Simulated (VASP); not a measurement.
Wanted: the native input for a VASP 6.6.1 run.

```
Task                   : single point
Functional             : PBEsol
Potentials or basis    : VASP PAW PBE potentials, release 64 (Na_pv, Cl)
Cutoff                 : 500 eV
k mesh                 : 8 × 8 × 8
Occupations            : gaussian, width 0.02 eV
Spin                   : no spin polarisation
Dipole correction      : no
Further INCAR settings : ALGO = Normal; EDIFF = 1e-06; NBANDS = 14
```

The structure of NaCl lies in POSCAR:

```
NaCl
1.0
    3.4002785674      0.0000000000      0.0000000000
    0.0000000000      3.4002785674      0.0000000000
    0.0000000000      0.0000000000      3.4002785674
Na Cl
1 1
Direct
    0.0000000000      0.0000000000      0.0000000000
    0.5000000000      0.5000000000      0.5000000000
```

This cell differs from its parent crystal: Rb replaced by Na, lengths x 0.899, strained.

The input as run:

INCAR

```
PREC = Accurate
ENCUT = 500
EDIFF = 1E-6
ISMEAR = 0
SIGMA = 0.02
LREAL = F
LASPH = T
NELM = 120
ALGO = Normal
ISIF = 2
LWAVE = F
LCHARG = F
GGA = PS
NBANDS = 14
GGA_COMPAT = F
```

KPOINTS

```
Automatic mesh
0
Gamma
  8 8 8
```

Potentials or basis: VASP PAW PBE potentials, release 64 (Na_pv, Cl).

Launch:

```bash
$ cat potpaw_PBE.64/Na_pv/POTCAR potpaw_PBE.64/Cl/POTCAR > POTCAR
$ mpirun -np 1 vasp_std > vasp.out
```

It gave:

| Item | Value |
| --- | --- |
| Pressure | 1.3 GPa |
| Band gap on the k mesh | 4.14 eV, indirect (least direct gap 4.71 eV) |

Caveat: the cell differs from its parent crystal (Rb replaced by Na, lengths x 0.899, strained); the PAW data sets were made with another functional, which shifts forces and pressure a little.

It took 35 s on 1 thread of Intel Xeon 8259CL (shared host), peak memory 0.16 GiB.
